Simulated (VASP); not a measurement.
# Na2S (Fm-3m) in VASP: notebook, part 2 of 3

VASP 6.6.1.

## Step 3: Electric field gradients, PBEsol (21.77 Å³/atom)

Contents of INCAR:

```
ALGO = Normal
EDIFF = 1E-8
ENCUT = 400
GGA = PS
GGA_COMPAT = False
ISIF = 2
ISMEAR = -1
LASPH = True
LCHARG = False
LEFG = True
LREAL = False
LWAVE = False
NBANDS = 17
NELM = 120
PREC = Accurate
SIGMA = 0.02
```

Contents of KPOINTS:

```
k-points
0
Gamma
  8 8 8
```

Contents of POSCAR:

```
Na2S
1.0
    0.0000000000      3.1963894727      3.1963894727
    3.1963894727      0.0000000000      3.1963894727
    3.1963894727      3.1963894727      0.0000000000
Na S
2 1
Direct
    0.2500000000      0.2500000000      0.2500000000
    0.7500000000      0.7500000000      0.7500000000
    0.0000000000      0.0000000000      0.0000000000
```

Potentials or basis: VASP PAW PBE potentials, release 64 (Na_pv, S).

Launch:

```
$ cat potpaw_PBE.64/Na_pv/POTCAR potpaw_PBE.64/S/POTCAR > POTCAR
$ mpirun -np 1 vasp_std > vasp.out
```

OUTCAR:

```text
EDIFF = 1E-8
   ENCUT = 400
   GGA = PS
   ISIF = 2
   ISMEAR = -1
   LASPH = True
   LREAL = False
   NELM = 120
   PREC = Accurate

 ion  position               nearest neighbor table
   1  0.250  0.250  0.250-   3 2.77   3 2.77   3 2.77   3 2.77
   2  0.750  0.750  0.750-   3 2.77   3 2.77   3 2.77   3 2.77
   3  0.000  0.000  0.000-   2 2.77   2 2.77   2 2.77   1 2.77   2 2.77   1 2.77   1 2.77   1 2.77

  LATTYP: Found a face centered cubic cell.
 ALAT       =     6.3927789454

  Lattice vectors:

 A1 = (   0.0000000000,   3.1963894727,   3.1963894727)
 A2 = (   3.1963894727,   0.0000000000,   3.1963894727)
 A3 = (   3.1963894727,   3.1963894727,   0.0000000000)

Analysis of symmetry for initial positions (statically):
=====================================================================
 Subroutine PRICEL returns:
 Original cell was already a primitive cell.

 Routine SETGRP: Setting up the symmetry group for a
 face centered cubic supercell.

 Subroutine GETGRP returns: Found 48 space group operations
 (whereof 48 operations were pure point group operations)
 out of a pool of 48 trial point group operations.

The static configuration has the point symmetry O_h .

Analysis of symmetry for dynamics (positions and initial velocities):
=====================================================================
 Subroutine PRICEL returns:
 Original cell was already a primitive cell.

 Routine SETGRP: Setting up the symmetry group for a
 face centered cubic supercell.

 Subroutine GETGRP returns: Found 48 space group operations
 (whereof 48 operations were pure point group operations)
 out of a pool of 48 trial point group operations.

The dynamic configuration has the point symmetry O_h .

 Subroutine INISYM returns: Found 48 space group operations
 (whereof 48 operations are pure point group operations),
 and found     1 'primitive' translations

----------------------------------------------------------------------------------------

                                     Primitive cell

  volume of cell :      65.3144

  direct lattice vectors                    reciprocal lattice vectors
     0.000000000  3.196389473  3.196389473    -0.156426494  0.156426494  0.156426494
     3.196389473  0.000000000  3.196389473     0.156426494 -0.156426494  0.156426494
     3.196389473  3.196389473  0.000000000     0.156426494  0.156426494 -0.156426494

  length of vectors
     4.520377343  4.520377343  4.520377343     0.270938636  0.270938636  0.270938636

  position of ions in fractional coordinates (direct lattice)
     0.250000000  0.250000000  0.250000000
     0.750000000  0.750000000  0.750000000
     0.000000000  0.000000000  0.000000000

  ion indices of the primitive-cell ions
   primitive index   ion index
                 1           1
                 2           2
                 3           3

----------------------------------------------------------------------------------------

 KPOINTS: k-points

[... 73 lines left out ...]
   ISIF   =      2    stress and relaxation
   ISYM   =      2    0-nonsym 1-usesym 2-fastsym
   POTIM  = 0.5000    time-step for ionic-motion
   TEBEG  =    0.0;   TEEND  =   0.0 temperature during run
   PSTRESS=    0.0 pullay stress
   NELECT =      20.0000    total number of electrons
   NUPDOWN=      -1.0000    fix difference up-down
   EMIN   =  10.00;   EMAX   =-10.00  energy-range for DOS
   EFERMI =   0.00;   METHOD = LEGACY
   ISMEAR =    -1;   SIGMA  =   0.02  broadening in eV -4-tet -1-fermi 0-gaus
   EFERMI_NEDOS =   21; number of points for ismear=-14 and -15
   IALGO  =     38    algorithm
   IMIX   =      4    mixing-type and parameters
     AMIX     =   0.40;   BMIX     =  1.00
     AMIX_MAG =   1.60;   BMIX_MAG =  1.00
  volume/ion in A,a.u.               =      21.77       146.92
  Fermi-wavevector in a.u.,A,eV,Ry     =   1.103439  2.085198 16.566160  1.217578
  Thomas-Fermi vector in A             =   2.239897
   LORBIT       =      0    0 simple, 1 ext, 2 COOP (PROOUT), +10 PAW based schemes
   GGA     = PS    functional components
   LHFCALC =     F    Hartree Fock is set to
   AEXX    =    0.0000 exact exchange contribution
   IVDW    =     0    specifies the selected vdW correction
   LEPSILON=     F    determine dielectric tensor
   LRPA    =     F    only Hartree local field effects (RPA)
 non-spin polarized calculation
  energy-cutoff  :      400.00
  volume of cell :       65.31
 maximum number of plane-waves:      1243
 NGX is ok and might be reduce to    30
   NGX = 15   NGY = 15   NGZ = 15

 number of electron      20.0000015 magnetization

 Free energy of the ion-electron system (eV)
  ---------------------------------------------------
  ext. energy  EPLUGINS =         0.00000000
  ---------------------------------------------------
  free energy    TOTEN  =       -10.35311068 eV

  energy without entropy =      -10.35311068  energy(sigma->0) =      -10.35311068

 E-fermi :   0.8778     XC(G=0):  -8.2195

 val. band max:        0.4168648292   @ k =   0.0000   0.0000   0.0000
 cond. band min:       3.0061328825   @ k =   0.0000   0.0000   0.0000
 fundamental gap:      2.5892680532
 Fermi energy:         0.8778233465

 k-point     1 :       0.0000    0.0000    0.0000
  band No.  band energies     occupation
      1     -21.5130      2.00000
      2     -21.5130      2.00000
      3     -21.5130      2.00000
      4     -21.4444      2.00000
      5     -21.4444      2.00000
      6     -21.4444      2.00000
[... 457 lines left out ...]
      4     -21.4814      2.00000
      5     -21.4456      2.00000
      6     -21.4442      2.00000
[... 9 lines left out ...]
     16      11.3361      0.00000
     17      12.6713      0.00000

 [... further k-points ...]
[... 5 lines left out ...]
  --------------------------------------------------------------------------------------
  -------------------------------------------------------------------------------------
  Total        0.6182845      0.6182845      0.6182845      0.0000000     -0.0000000      0.0000000
  in kB       15.1666569     15.1666569     15.1666569      0.0000000     -0.0000000      0.0000000
  external PRESSURE =      15.1666569 kB  Pullay stress =       0.0000000 kB

 VOLUME and BASIS-vectors are now :
 -----------------------------------------------------------------------------
  energy-cutoff  :      400.00
  volume of cell :       65.31
      direct lattice vectors                 reciprocal lattice vectors
     0.000000000  3.196389473  3.196389473    -0.156426494  0.156426494  0.156426494
     3.196389473  0.000000000  3.196389473     0.156426494 -0.156426494  0.156426494
     3.196389473  3.196389473  0.000000000     0.156426494  0.156426494 -0.156426494

 POSITION                                       TOTAL-FORCE (eV/Angst)
 -----------------------------------------------------------------------------------
      1.59819      1.59819      1.59819         0.000000      0.000000      0.000000
      4.79458      4.79458      4.79458        -0.000000     -0.000000     -0.000000
      0.00000      0.00000      0.00000        -0.000000     -0.000000     -0.000000
 -----------------------------------------------------------------------------------
    total drift:                                0.000000     -0.000000      0.000000

  FREE ENERGIE OF THE ION-ELECTRON SYSTEM (eV)
  ---------------------------------------------------
  free  energy   TOTEN  =       -10.3531106814 eV

  energy  without entropy=      -10.3531106814  energy(sigma->0) =      -10.35311068

 Electric field gradients (V/A^2)
---------------------------------------------------------------------
 ion       V_xx      V_yy      V_zz      V_xy      V_xz      V_yz
---------------------------------------------------------------------
   1       0.000     0.000    -0.000     0.004     0.004     0.004
   2       0.000     0.000    -0.000     0.004     0.004     0.004
   3       0.000    -0.000    -0.000    -0.000    -0.000    -0.000
---------------------------------------------------------------------

 Electric field gradients after diagonalization (V/A^2)
 (convention: |V_zz| > |V_xx| > |V_yy|)
----------------------------------------------------------------------
 ion       V_xx      V_yy      V_zz     asymmetry (V_yy - V_xx)/ V_zz
----------------------------------------------------------------------
   1      -0.004    -0.004     0.007       0.000
   2      -0.004    -0.004     0.007       0.000
   3       0.000     0.000    -0.001       0.000
----------------------------------------------------------------------

           NMR quadrupolar parameters

 Cq : quadrupolar parameter    Cq=e*Q*V_zz/h
 eta: asymmetry parameters     (V_yy - V_xx)/ V_zz
 Q  : nuclear electric quadrupole moment in mb (millibarn)
----------------------------------------------------------------------
 ion       Cq(MHz)       eta       Q (mb)
----------------------------------------------------------------------
   1       0.000       0.000       1.000
   2       0.000       0.000       1.000
   3      -0.000       0.000       1.000
----------------------------------------------------------------------
```

OSZICAR:

```text
N       E                     dE             d eps       ncg     rms          rms(c)
DAV:   1     0.137860866499E+03    0.13786E+03   -0.91571E+03   994   0.104E+03
DAV:   2    -0.804065600324E+00   -0.13866E+03   -0.13333E+03  1051   0.296E+02
DAV:   3    -0.109639961712E+02   -0.10160E+02   -0.10104E+02  1230   0.833E+01
DAV:   4    -0.111256125259E+02   -0.16162E+00   -0.16145E+00  1218   0.115E+01
DAV:   5    -0.111288269292E+02   -0.32144E-02   -0.32140E-02  1279   0.156E+00    0.346E+00
DAV:   6    -0.104084693114E+02    0.72036E+00   -0.13841E+00  1341   0.622E+00    0.262E+00
DAV:   7    -0.103515887592E+02    0.56881E-01   -0.22438E-01  1254   0.213E+00    0.171E+00
DAV:   8    -0.103528973041E+02   -0.13085E-02   -0.16704E-02  1053   0.108E+00    0.541E-01
DAV:   9    -0.103526497300E+02    0.24757E-03   -0.32064E-04  1267   0.141E-01    0.475E-01
DAV:  10    -0.103534311371E+02   -0.78141E-03   -0.65158E-03  1055   0.465E-01    0.439E-01
DAV:  11    -0.103531309140E+02    0.30022E-03   -0.56886E-04  1075   0.151E-01    0.180E-01
DAV:  12    -0.103531201591E+02    0.10755E-04   -0.56408E-05  1142   0.403E-02    0.370E-02
DAV:  13    -0.103531110976E+02    0.90615E-05   -0.72796E-05  1189   0.539E-02    0.301E-02
DAV:  14    -0.103531108080E+02    0.28958E-06   -0.28316E-06  1110   0.105E-02    0.201E-02
DAV:  15    -0.103531106847E+02    0.12323E-06   -0.14562E-06  1103   0.571E-03    0.235E-03
DAV:  16    -0.103531107059E+02   -0.21188E-07   -0.75978E-08  1201   0.141E-03    0.103E-03
DAV:  17    -0.103531106821E+02    0.23813E-07   -0.11298E-09   653   0.327E-04    0.364E-04
DAV:  18    -0.103531106814E+02    0.76056E-09   -0.19970E-10   589   0.124E-04
   1 F= -.10353111E+02 E0= -.10353111E+02  d E =-.303097E-11
```

stdout:

```text
POSCAR found type information on POSCAR NaS
 POSCAR found :  2 types and       3 ions
 scaLAPACK will be used
 -----------------------------------------------------------------------------
|                                                                             |
|                                                                             |
|     You enforced a specific xc type in the INCAR file but a different       |
|     I HOPE YOU KNOW WHAT YOU ARE DOING!                                     |
|                                                                             |
 -----------------------------------------------------------------------------

 LDA part: xc-table for (Slater+PW92), standard interpolation
 POSCAR, INCAR and KPOINTS ok, starting setup
 FFT: planning ... GRIDC
 FFT: planning ... GRID_SOFT
 FFT: planning ... GRID
 WAVECAR not read
 entering main loop
ion   1

ion   2

ion   3
```

It took 45 s on 1 thread of Intel Xeon 8259CL, shared host; peak memory 0.17 GiB.

What came out:

- Free energy: -10.3531 eV
- Pressure: 1.5 GPa
- Band gap on the k mesh: 2.59 eV
- Largest electric field gradient by atom: zero within the noise of the run

Caveat: the PAW data sets were made with another functional, which shifts forces and pressure a little.

(Continued in part 3 of 3.)
